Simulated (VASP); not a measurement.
**SnTe: single point with PBEsol**

Crystal: SnTe.

```
Te Sn
1.0
     0.00000    3.15085    3.15085
     3.15085    0.00000    3.15085
     3.15085    3.15085    0.00000
Te Sn
1 1
Direct
  0.50000 0.50000 0.50000
  0.00000 0.00000 0.00000
```

```
Program                : VASP 6.6.1
Task                   : single point
Functional             : PBEsol
Potentials or basis    : VASP PAW PBE potentials, release 64 (Te, Sn_d)
Cutoff                 : 520 eV
k mesh                 : 7 × 7 × 7
Occupations            : fermi-dirac, width 0.05 eV
Spin                   : no spin polarisation
Dipole correction      : no
Further INCAR settings : ALGO = Normal; EDIFF = 1e-07; NBANDS = 17
```

The pressure is -0.4 GPa.

Levels at points of the mesh, in eV from the Fermi level:
| k point | band 6 | band 7 | band 8 | band 9 | band 10 | band 11 | band 12 | band 13 | band 14 | band 15 |
| --- | --- | --- | --- | --- | --- | --- | --- | --- | --- | --- |
| (0.00, 0.00, 0.00) | -12.86 | -4.75 | -2.17 | -2.17 | -2.17 | 3.29 | 3.29 | 3.29 | 4.68 | 4.68 |

Run time: 20 s on 1 thread of Intel(R) Xeon(R) 6975P-C (Granite Rapids) (shared host), peak memory 0.19 GiB.

Caveat: this odd mesh misses L, where the gap lies, so gap, dielectric constants and Born charges aren't listed; the PAW data sets were made with another functional, which shifts forces and pressure a little; spin-orbit coupling is left out, which moves the levels of the heavy elements.
